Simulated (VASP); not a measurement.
Set up this calculation in VASP 6.6.1, as the native input.

- Task: single point
- Functional: PBEsol
- Potentials or basis: VASP PAW PBE potentials, release 64 (Lu, Pb_d, Br)
- Cutoff: 520 eV
- k mesh: 4 × 4 × 2
- Occupations: fermi-dirac, width 0.05 eV
- Spin: no spin polarisation
- Dipole correction: no
- Further INCAR settings: ALGO = Normal; EDIFF = 1e-06; NBANDS = 46

The structure of LuPbBr5 lies in POSCAR:

```
LuPbBr5
1.0
    5.3773134058     -0.0078522933      0.1564305946
    0.0057095232      4.2920559479      0.0093844678
    0.2682527346     -0.0207787828      9.4522741878
Lu Pb Br
1 1 5
Direct
    0.1913329773      0.0310218358      0.4942663871
    0.1977394250      0.5312825744     -0.0648977837
   -0.1426177800      0.0309140062      0.0179234942
    0.4423620575      0.0310668834      0.7434291062
   -0.0342432979      0.5310260209      0.6581221308
    0.6923560770      0.0309821363      0.4040476384
    0.2096652431      0.5309853862      0.3032125543
```

One way to write it, as run:

INCAR

```
PREC = Accurate
ENCUT = 520
EDIFF = 1E-6
ISMEAR = -1
SIGMA = 0.05
LREAL = False
LASPH = True
NELM = 80
ALGO = Normal
ISIF = 2
LWAVE = False
LCHARG = False
GGA = PS
NBANDS = 46
```

KPOINTS

```
regular mesh
0
Gamma
  4 4 2
```

Potentials or basis: VASP PAW PBE potentials, release 64 (Lu, Pb_d, Br).

Command:

```sh
$ cat potpaw_PBE.64/Lu/POTCAR potpaw_PBE.64/Pb_d/POTCAR potpaw_PBE.64/Br/POTCAR > POTCAR
$ mpirun -np 1 vasp_std > vasp.out
```

It gave:

| Item | Value |
| --- | --- |
| Pressure | 0.1 GPa |
| Largest force | 0.025 eV/Å |
| Band gap on the k mesh | 2.45 eV (least direct gap 2.66 eV) |

Caveat: the PAW data sets were made with another functional, which shifts forces and pressure a little; spin-orbit coupling is left out, which moves the levels of the heavy elements.

Run time: 110 s on 1 thread of Intel(R) Xeon(R) 6975P-C (Granite Rapids), on a shared host, peak memory 0.4 GiB.
